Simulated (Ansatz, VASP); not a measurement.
**NaI in VASP and in Ansatz**

```
CELL_PARAMETERS angstrom
0.00000 3.19266 3.19266
3.19266 0.00000 3.19266
3.19266 3.19266 0.00000
ATOMIC_POSITIONS crystal
I 0.50000 0.50000 0.50000
Na 0.00000 0.00000 0.00000
```

Alike in both runs: task single point; functional HSE06; k mesh 4 × 4 × 4; occupations fermi-dirac, width 0.05 eV; no spin polarisation.

```csv
,VASP,Ansatz
version,VASP 6.6.1,Ansatz 0.2.0
potentials or method,"VASP PAW PBE potentials, release 64 (I, Na_pv)",Ansatz PAW
plane-wave cutoff (eV),520,420
valence electrons in the cell,14,26
```

```tsv
	VASP	Ansatz	Ansatz less VASP
gap on the k mesh at the Fermi level (eV)	4.77	4.80	+0.025
least direct gap on the mesh (eV)	4.77	4.80	+0.025
pressure (GPa)	0.9	0.9	-0.01
```

VASP's potentials hold 14 valence electrons a cell and Ansatz's 26, so a difference there can come from the potentials and not from the codes.

The k mesh is coarse, so the values compare programs but aren't converged. Neither program's run includes spin-orbit coupling.
